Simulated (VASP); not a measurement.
HfN (mp): relaxation of cell and atoms with PBE

HfN (mp):

```xyz
2
Lattice="0.0000 2.2560 2.2560 2.2560 0.0000 2.2560 2.2560 2.2560 0.0000" Properties=species:S:1:pos:R:3 pbc="T T T"
Hf    0.0000    0.0000    0.0000
N     2.2560    2.2560    2.2560
```

- Program: VASP 6.6.1
- Task: relaxation of cell and atoms
- Functional: PBE
- Potentials or basis: VASP PAW PBE potentials, release 64 (Hf_pv, N)
- Cutoff: 600 eV
- k mesh: 16 × 16 × 16
- Occupations: methfessel-paxton, width 0.2 eV
- Spin: no spin polarisation
- Dipole correction: no
- Further INCAR settings: ALGO = Normal; EDIFF = 1e-07; IBRION = 2; EDIFFG = -0.002; NSW = 100; ISIF = 3

```json
{"Relaxed volume": "11.65 Å³/atom", "Relaxed cell": "a = 3.206 Å, b = 3.206 Å, c = 3.206 Å, α = 60.00°, β = 60.00°, γ = 60.00°", "Space group after relaxing (to 0.05 Å)": "Fm-3m (No. 225)", "Energy gained by relaxing": "2.1 meV/atom", "Ionic steps": "3", "Pressure after relaxing": "0.0 GPa"}
```

Step by step:
```
step  energy change (eV)  largest force (eV/Å)  pressure (GPa)  volume (Å³)
   1              0.0000                0.0000            4.04        22.96
   2              0.0100                0.0000           -6.91        23.94
   3             -0.0041                0.0000           -0.02        23.30
```

Final structure:
```cif
data_structure
_symmetry_space_group_name_H-M 'P 1'
_symmetry_Int_Tables_number 1
_cell_length_a 3.2060
_cell_length_b 3.2060
_cell_length_c 3.2060
_cell_angle_alpha 60.000
_cell_angle_beta 60.000
_cell_angle_gamma 60.000
_cell_volume 23.30
loop_
_atom_site_label
_atom_site_type_symbol
_atom_site_fract_x
_atom_site_fract_y
_atom_site_fract_z
_atom_site_occupancy
Hf1 Hf 0.00000 0.00000 0.00000 1
N1 N 0.50000 0.50000 0.50000 1
```

Levels at points of the mesh, in eV from the Fermi level:
```
           k point  band 4  band 5  band 6  band 7  band 8  band 9  band 10  band 11
(0.00, 0.00, 0.00)  -17.45   -3.02   -3.02   -3.02   -0.35   -0.35    -0.35     1.69
(0.50, 0.00, 0.00)  -14.79   -8.83   -6.14   -6.14    3.22    3.65     3.65     4.37
(0.50, 0.50, 0.00)  -16.36   -5.42   -3.77   -3.69   -3.69    4.04     5.44     5.46
```

It took 3.6 min on 1 thread of Intel Xeon 8259CL (shared host), peak memory 0.2 GiB.

Caveat: spin-orbit coupling is left out, which moves the levels of the heavy elements. PBE usually gives volumes a little too large and moduli too small.
